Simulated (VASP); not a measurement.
# SnPbSe2 (R-3m) in VASP: a series of runs

Runs on SnPbSe2. Level: LDA. Tasks: single point.

Program: VASP 6.6.1. These are calculated values, not measurements. Logs are shortened: lines on timing, memory, paths and dates and some standing lists are left out, and cuts for length are marked.

## (1) The cell of the first run

It takes space group R-3m (No. 166, trigonal). Conventional cell: a = 4.241 Å, b = 4.241 Å, c = 20.776 Å, α = 90.00°, β = 90.00°, γ = 120.00°. Within 3.9 Å of Sn (site symmetry -3m) lie 6 Se at 2.97 Å. Pb (site symmetry -3m) has 6 Se at 3.03 Å within 4.0 Å. Se (site symmetry 3m) has 3 Sn at 2.97 Å and 3 Pb at 3.03 Å within 3.9 Å.

## (2) Single point, LDA

File INCAR:

```
SYSTEM = SnPbSe2
PREC     = Accurate       ! precision mode
ENCUT    = 520            ! plane-wave cutoff, eV
EDIFF    = 1E-6           ! SCF threshold, eV
ISMEAR   = 0              ! smearing method
SIGMA    = 0.01           ! smearing width, eV
LREAL    = .FALSE.        ! projectors in reciprocal space
LASPH    = .TRUE.         ! aspherical terms in the spheres
NELM     = 60             ! most SCF steps
ALGO     = Normal         ! electronic algorithm
ISIF     = 2              ! what is computed and relaxed
LWAVE    = .FALSE.        ! write WAVECAR
LCHARG   = .FALSE.        ! write CHGCAR
GGA      = CA             ! functional
NBANDS   = 28             ! bands
```

File KPOINTS:

```
regular mesh
0
G
  6 6 6
  0 0 0
```

File POSCAR:

```
SnPbSe2
1.0
    2.1207383586      1.2244054125      6.9252948949
   -2.1207383586      1.2244054125      6.9252948949
    0.0000000000     -2.4488206555      6.9252948949
Sn Pb Se
1 1 2
Direct
    0.5000000000      0.5000000000      0.5000000000
    0.0000000000      0.0000000000      0.0000000000
    0.7525600000      0.7525600000      0.7525600000
    0.2474400000      0.2474400000      0.2474400000
```

Potentials or basis: VASP PAW LDA potentials, release 64 (Sn_d, Pb_d, Se).

On the command line:

```sh
$ cat potpaw_LDA.64/Sn_d/POTCAR potpaw_LDA.64/Pb_d/POTCAR potpaw_LDA.64/Se/POTCAR > POTCAR
$ mpirun -np 1 vasp_std > vasp.out
```

OUTCAR:

```text
SYSTEM = SnPbSe2
   PREC = Accurate
   ENCUT = 520
   EDIFF = 1E-6
   ISMEAR = 0
   LREAL = .FALSE.
   LASPH = .TRUE.
   NELM = 60
   ISIF = 2
   GGA = CA

 ion  position               nearest neighbor table
   1  0.500  0.500  0.500-   4 2.97   4 2.97   3 2.97   3 2.97   4 2.97   3 2.97
   2  0.000  0.000  0.000-   3 3.03   3 3.03   4 3.03   4 3.03   3 3.03   4 3.03
   3  0.753  0.753  0.753-   1 2.97   1 2.97   1 2.97   2 3.03   2 3.03   2 3.03
   4  0.247  0.247  0.247-   1 2.97   1 2.97   1 2.97   2 3.03   2 3.03   2 3.03

  LATTYP: Found a trigonal (rhomboedric) cell.
 ALAT       =     7.3455026500
 COS(alpha) =     0.8332901965

  Lattice vectors:

 A1 = (   2.1207383586,   1.2244054125,   6.9252948949)
 A2 = (  -2.1207383586,   1.2244054125,   6.9252948949)
 A3 = (   0.0000000000,  -2.4488206555,   6.9252948949)

Analysis of symmetry for initial positions (statically):
=====================================================================
 Subroutine PRICEL returns:
 Original cell was already a primitive cell.

 Routine SETGRP: Setting up the symmetry group for a
 trigonal (rhombohedral) supercell.

 Subroutine GETGRP returns: Found 12 space group operations
 (whereof 12 operations were pure point group operations)
 out of a pool of 12 trial point group operations.

The static configuration has the point symmetry D_3d.

Analysis of symmetry for dynamics (positions and initial velocities):
=====================================================================
 Subroutine PRICEL returns:
 Original cell was already a primitive cell.

 Routine SETGRP: Setting up the symmetry group for a
 trigonal (rhombohedral) supercell.

 Subroutine GETGRP returns: Found 12 space group operations
 (whereof 12 operations were pure point group operations)
 out of a pool of 12 trial point group operations.

The dynamic configuration has the point symmetry D_3d.

 Subroutine INISYM returns: Found 12 space group operations
 (whereof 12 operations are pure point group operations),
 and found     1 'primitive' translations

----------------------------------------------------------------------------------------

                                     Primitive cell

  volume of cell :     107.8954

  direct lattice vectors                    reciprocal lattice vectors
     2.120738359  1.224405412  6.925294895     0.235766943  0.136120127  0.048132792
    -2.120738359  1.224405412  6.925294895    -0.235766943  0.136120127  0.048132792
     0.000000000 -2.448820656  6.925294895     0.000000000 -0.272240255  0.048132599

  length of vectors
     7.345502650  7.345502650  7.345504202     0.276462486  0.276462486  0.276462481

  position of ions in fractional coordinates (direct lattice)
     0.500000000  0.500000000  0.500000000
     0.000000000  0.000000000  0.000000000
     0.752560000  0.752560000  0.752560000
     0.247440000  0.247440000  0.247440000

  ion indices of the primitive-cell ions
   primitive index   ion index
                 1           1
                 2           2
                 3           3
                 4           4

----------------------------------------------------------------------------------------

 KPOINTS: regular mesh

Automatic generation of k-mesh.
 Grid dimensions read from file:
 generate k-points for:    6    6    6

 Generating k-lattice:

  Cartesian coordinates                     Fractional coordinates (reciprocal lattice)
     0.039294491  0.022686688  0.008022132     0.166666667 -0.000000000  0.000000000
    -0.039294491  0.022686688  0.008022132    -0.000000000  0.166666667  0.000000000
     0.000000000 -0.045373376  0.008022100     0.000000000  0.000000000  0.166666667

  Length of vectors
     0.046077081  0.046077081  0.046077080

  Shift w.r.t. Gamma in fractional coordinates (k-lattice)
     0.000000000  0.000000000  0.000000000

 Subroutine IBZKPT returns following result:
 ===========================================

 Found     32 irreducible k-points:

 Following reciprocal coordinates:
            Coordinates               Weight
  0.000000  0.000000  0.000000      1.000000
  0.166667 -0.000000  0.000000      6.000000
  0.333333 -0.000000  0.000000      6.000000
  0.500000  0.000000  0.000000      3.000000
  0.166667  0.166667  0.000000      6.000000
  0.333333  0.166667  0.000000     12.000000
[... 16 lines left out ...]
  0.500000  0.500000  0.166667      6.000000
 -0.333333  0.500000  0.166667     12.000000
 [... further k-points ...]
   k-points           NKPTS =     32   k-points in BZ     NKDIM =     32   number of bands    NBANDS=     28
   number of dos      NEDOS =    301   number of ions     NIONS =      4
   total plane-waves  NPLWV = 175616
   dimension x,y,z NGX =    56 NGY =   56 NGZ =   56
   dimension x,y,z NGXF=   112 NGYF=  112 NGZF=  112
   ions per type =               1   1   2
   NGX,Y,Z   is equivalent  to a cutoff of  12.67, 12.67, 12.67 a.u.
   NGXF,Y,Z  is equivalent  to a cutoff of  25.35, 25.35, 25.35 a.u.
 SYSTEM =  SnPbSe2
   PREC   = accura    normal or accurate (medium, high low for compatibility)
   ISTART =      0    job   : 0-new  1-cont  2-samecut
   ICHARG =      2    charge: 1-file 2-atom 10-const
   ISPIN  =      1    spin polarized calculation?
   LNONCOLLINEAR =      F non collinear calculations
   LSORBIT =      F    spin-orbit coupling
   LASPH  =      T    aspherical Exc in radial PAW
   ENCUT  =  520.0 eV  38.22 Ry    6.18 a.u.  13.66 13.66 13.66*2*pi/ulx,y,z
   NELM   =     60;   NELMIN=  2; NELMDL= -5     # of ELM steps
   EDIFF  = 0.1E-05   stopping-criterion for ELM
   LREAL  =      F    real-space projection
   EDIFFG = 0.1E-04   stopping-criterion for IOM
   NSW    =      0    number of steps for IOM
   IBRION =     -1    ionic relax: 0-MD 1-quasi-New 2-CG
   NFREE  =      0    steps in history (QN), initial steepest desc. (CG)
   ISIF   =      2    stress and relaxation
   ISYM   =      2    0-nonsym 1-usesym 2-fastsym
   POTIM  = 0.5000    time-step for ionic-motion
   TEBEG  =    0.0;   TEEND  =   0.0 temperature during run
   PSTRESS=    0.0 pullay stress
   NELECT =      40.0000    total number of electrons
   NUPDOWN=      -1.0000    fix difference up-down
   EMIN   =  10.00;   EMAX   =-10.00  energy-range for DOS
   EFERMI =   0.00;   METHOD = LEGACY
   ISMEAR =     0;   SIGMA  =   0.01  broadening in eV -4-tet -1-fermi 0-gaus
   EFERMI_NEDOS =   21; number of points for ismear=-14 and -15
   IALGO  =     38    algorithm
   IMIX   =      4    mixing-type and parameters
     AMIX     =   0.40;   BMIX     =  1.00
     AMIX_MAG =   1.60;   BMIX_MAG =  1.00
  volume/ion in A,a.u.               =      26.97       182.03
  Fermi-wavevector in a.u.,A,eV,Ry     =   1.176054  2.222419 18.818250  1.383102
  Thomas-Fermi vector in A             =   2.312424
   LORBIT       =      0    0 simple, 1 ext, 2 COOP (PROOUT), +10 PAW based schemes
   GGA     = CA    functional components
   LHFCALC =     F    Hartree Fock is set to
   AEXX    =    0.0000 exact exchange contribution
   IVDW    =     0    specifies the selected vdW correction
   LEPSILON=     F    determine dielectric tensor
   LRPA    =     F    only Hartree local field effects (RPA)
 non-spin polarized calculation
 Gauss-broadening in eV      SIGMA  =   0.01
  energy-cutoff  :      520.00
  volume of cell :      107.90
 maximum number of plane-waves:      2926
 NGX is ok and might be reduce to    56
   NGX = 27   NGY = 27   NGZ = 27

 number of electron      39.9999996 magnetization

 Free energy of the ion-electron system (eV)
  ---------------------------------------------------
  ext. energy  EPLUGINS =         0.00000000
  ---------------------------------------------------
  free energy    TOTEN  =       -18.95694935 eV

  energy without entropy =      -18.95694935  energy(sigma->0) =      -18.95694935

 E-fermi :   5.6344     XC(G=0): -10.0283

 val. band max:        5.5743964813   @ k =   0.0000   0.0000   0.0000
 cond. band min:       5.9334832710   @ k =   0.0000   0.0000   0.0000
 fundamental gap:      0.3590867897
 Fermi energy:         5.6343614708

 k-point     1 :       0.0000    0.0000    0.0000
  band No.  band energies     occupation
      1     -15.8245      2.00000
      2     -15.8245      2.00000
      3     -15.8153      2.00000
      4     -15.8094      2.00000
      5     -15.8094      2.00000
      6     -11.3427      2.00000
[... 20 lines left out ...]
     27      11.6990      0.00000
     28      11.7247      0.00000

 k-point     2 :       0.1667   -0.0000    0.0000
  band No.  band energies     occupation
      1     -15.8283      2.00000
      2     -15.8223      2.00000
      3     -15.8134      2.00000
      4     -15.8103      2.00000
      5     -15.8081      2.00000
      6     -11.3600      2.00000
[... 20 lines left out ...]
     27      11.0462      0.00000
     28      12.5751      0.00000

 k-point     3 :       0.3333   -0.0000    0.0000
  band No.  band energies     occupation
      1     -15.8365      2.00000
      2     -15.8201      2.00000
      3     -15.8145      2.00000
      4     -15.8064      2.00000
      5     -15.8034      2.00000
      6     -11.3997      2.00000
[... 20 lines left out ...]
     27      10.7580      0.00000
     28      12.1497      0.00000

 k-point     4 :       0.5000    0.0000    0.0000
  band No.  band energies     occupation
      1     -15.8408      2.00000
      2     -15.8199      2.00000
      3     -15.8157      2.00000
      4     -15.8036      2.00000
      5     -15.8001      2.00000
      6     -11.4200      2.00000
[... 20 lines left out ...]
     27      11.0195      0.00000
     28      11.3759      0.00000

 k-point     5 :       0.1667    0.1667    0.0000
  band No.  band energies     occupation
      1     -15.8283      2.00000
      2     -15.8223      2.00000
      3     -15.8134      2.00000
      4     -15.8103      2.00000
      5     -15.8081      2.00000
      6     -11.3600      2.00000
[... 20 lines left out ...]
     27      11.5943      0.00000
     28      12.1525      0.00000

 k-point     6 :       0.3333    0.1667    0.0000
  band No.  band energies     occupation
      1     -15.8326      2.00000
      2     -15.8221      2.00000
      3     -15.8114      2.00000
      4     -15.8109      2.00000
      5     -15.8043      2.00000
      6     -11.3822      2.00000
[... 463 lines left out ...]
      5     -15.8018      2.00000
      6     -11.4029      2.00000
[... 20 lines left out ...]
     27      11.1914      0.00000
     28      12.4025      0.00000

 k-point    22 :      -0.1667    0.3333    0.1667
  band No.  band energies     occupation
      1     -15.8367      2.00000
      2     -15.8231      2.00000
      3     -15.8127      2.00000
      4     -15.8059      2.00000
      5     -15.8018      2.00000
      6     -11.4021      2.00000
[... 20 lines left out ...]
     27      11.9429      0.00000
     28      13.0026      0.00000

 k-point    23 :       0.5000    0.5000    0.1667
  band No.  band energies     occupation
      1     -15.8366      2.00000
      2     -15.8202      2.00000
      3     -15.8145      2.00000
      4     -15.8064      2.00000
      5     -15.8034      2.00000
      6     -11.3997      2.00000
[... 20 lines left out ...]
     27      10.8186      0.00000
     28      12.5805      0.00000

 k-point    24 :      -0.3333    0.5000    0.1667
  band No.  band energies     occupation
      1     -15.8368      2.00000
      2     -15.8231      2.00000
      3     -15.8128      2.00000
      4     -15.8059      2.00000
      5     -15.8018      2.00000
      6     -11.4026      2.00000
[... 20 lines left out ...]
     27      11.0596      0.00000
     28      12.2936      0.00000

 [... further k-points ...]
[... 5 lines left out ...]
  --------------------------------------------------------------------------------------
  -------------------------------------------------------------------------------------
  Total       -0.6252100     -0.6252098     -0.5862673     -0.0000000      0.0000003      0.0000000
  in kB       -9.2839642     -9.2839616     -8.7056910     -0.0000000      0.0000041      0.0000000
  external PRESSURE =      -9.0912056 kB  Pullay stress =       0.0000000 kB

 VOLUME and BASIS-vectors are now :
 -----------------------------------------------------------------------------
  energy-cutoff  :      520.00
  volume of cell :      107.90
      direct lattice vectors                 reciprocal lattice vectors
     2.120738359  1.224405412  6.925294895     0.235766943  0.136120127  0.048132792
    -2.120738359  1.224405412  6.925294895    -0.235766943  0.136120127  0.048132792
     0.000000000 -2.448820656  6.925294895     0.000000000 -0.272240255  0.048132599

 POSITION                                       TOTAL-FORCE (eV/Angst)
 -----------------------------------------------------------------------------------
      0.00000     -0.00000     10.38794        -0.000000      0.000000      0.000000
      0.00000      0.00000      0.00000         0.000000     -0.000000     -0.000000
      0.00000     -0.00001     15.63510         0.000000     -0.000000      0.012718
      0.00000     -0.00000      5.14078         0.000000      0.000000     -0.012718
 -----------------------------------------------------------------------------------
    total drift:                               -0.000000     -0.000000      0.000000

  FREE ENERGIE OF THE ION-ELECTRON SYSTEM (eV)
  ---------------------------------------------------
  free  energy   TOTEN  =       -18.9569493487 eV

  energy  without entropy=      -18.9569493487  energy(sigma->0) =      -18.95694935
```

It took 4.7 min on 1 thread of Intel Xeon Platinum 8375C at 2.90GHz (Ice Lake), shared host; peak memory 0.39 GiB.

Results:

```yaml
Free_energy: -18.9569 eV
Pressure: -0.9 GPa
Largest_force: 0.013 eV/Å
Band_gap_on_the_k_mesh: 0.36 eV, direct
```

Forces on the atoms (eV/Å):
```
Sn   0.000  0.000  0.000
Pb   0.000  0.000  0.000
Se   0.000  0.000  0.013
Se   0.000  0.000 -0.013
```

Levels at points of the mesh, in eV from the valence-band top:
```tsv
k point	band 18	band 19	band 20	band 21	band 22	band 23
(0.00, 0.00, 0.00)	-1.78	-1.78	0.00	0.36	1.37	1.37
(0.50, 0.00, 0.00)	-2.85	-2.42	-2.07	2.77	2.79	3.45
(0.50, 0.50, 0.00)	-1.77	-1.77	0.00	0.38	1.38	1.38
(0.50, 0.50, 0.50)	-1.98	-1.07	-1.00	1.84	2.40	2.53
```

Caveat: spin-orbit coupling is left out, which moves the levels of the heavy elements. A k mesh can miss the band edges.

## (3) Single point, LDA

This run uses another cell than the first one, of 27.83 Å³/atom, 1.032 times its volume.

File INCAR:

```
PREC = Accurate
ENCUT = 520
EDIFF = 1E-7
ISMEAR = 0
SIGMA = 0.01
LREAL = F
LASPH = T
NELM = 80
ALGO = Normal
ISIF = 2
LWAVE = F
LCHARG = T
GGA = CA
LELF = T
LVHAR = T
NBANDS = 28
```

File KPOINTS:

```
regular mesh
0
Gamma
  6 6 6
```

File POSCAR:

```
SnPbSe2
1.0
    2.1428309731      1.2371605535      6.9974385754
   -2.1428309731      1.2371605535      6.9974385754
    0.0000000000     -2.4743310399      6.9974385754
Sn Pb Se
1 1 2
Direct
    0.5000000000      0.5000000000      0.5000000000
    0.0000000000      0.0000000000      0.0000000000
    0.7525600000      0.7525600000      0.7525600000
    0.2474400000      0.2474400000      0.2474400000
```

Potentials or basis: VASP PAW LDA potentials, release 64 (Sn_d, Pb_d, Se).

On the command line:

```sh
$ cat potpaw_LDA.64/Sn_d/POTCAR potpaw_LDA.64/Pb_d/POTCAR potpaw_LDA.64/Se/POTCAR > POTCAR
$ mpirun -np 1 vasp_std > vasp.out
```

Run time: 5.7 min. Hardware: 1 thread of Intel Xeon Platinum 8375C at 2.90GHz (Ice Lake), shared host; peak memory 0.38 GiB.

The run converged. Its results:

- Free energy: -18.9211 eV
- Pressure: -2.5 GPa
- Band gap on the k mesh: 0.24 eV, direct

Levels at points of the mesh, in eV from the valence-band top:
| k point | band 16 | band 17 | band 18 | band 19 | band 20 | band 21 | band 22 | band 23 | band 24 | band 25 |
| --- | --- | --- | --- | --- | --- | --- | --- | --- | --- | --- |
| (0.00, 0.00, 0.00) | -2.07 | -2.06 | -1.73 | -1.73 | 0.00 | 0.24 | 1.37 | 1.37 | 4.40 | 4.41 |
| (0.50, 0.00, 0.00) | -3.79 | -2.90 | -2.75 | -2.38 | -2.05 | 2.69 | 2.71 | 3.36 | 3.43 | 4.30 |
| (0.50, 0.50, 0.00) | -3.50 | -3.48 | -1.72 | -1.72 | 0.00 | 0.26 | 1.37 | 1.37 | 3.28 | 5.37 |
| (0.50, 0.50, 0.50) | -1.96 | -1.92 | -1.92 | -1.10 | -1.04 | 1.77 | 2.31 | 2.48 | 2.48 | 2.68 |

Caveat: spin-orbit coupling is left out, which moves the levels of the heavy elements. A k mesh can miss the band edges.
